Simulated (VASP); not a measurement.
Here is a VASP 6.6.1 calculation.

The input INCAR:

```
PREC = Accurate ; ENCUT = 520
EDIFF = 1E-7 ; ISMEAR = 0
SIGMA = 0.1 ; LREAL = False
LASPH = True ; NELM = 150
ALGO = Normal ; ISIF = 2
LWAVE = False ; LCHARG = False
ISPIN = 2 ; MAGMOM = 0.63 0.63 0.63
LORBIT = 11 ; LMAXMIX = 4
GGA = PS ; NBANDS = 22
```

File KPOINTS:

```
Automatic mesh
0
Gamma
  16 16 16
```

Contents of POSCAR:

```
CuO2
1.0
    0.0000000000      2.3844798777      2.3844798777
    2.3844798777      0.0000000000      2.3844798777
    2.3844798777      2.3844798777      0.0000000000
Cu O
1 2
Direct
    0.0000000000      0.0000000000      0.0000000000
    0.2500000000      0.2500000000      0.2500000000
    0.7500000000      0.7500000000      0.7500000000
```

Potentials or basis: VASP PAW PBE potentials, release 64 (Cu, O).

Command:

```sh
$ cat potpaw_PBE.64/Cu/POTCAR potpaw_PBE.64/O/POTCAR > POTCAR
$ mpirun -np 1 vasp_std > vasp.out
```

Question: Predict the net moment.

Answer: 1.92 μB per cell.

Question: Estimate the pressure.

Answer: 0.7 GPa.

Caveat: the PAW data sets were made with another functional, which shifts forces and pressure a little; a cell with one magnetic atom can't hold antiferromagnetic order, which such compounds often take.
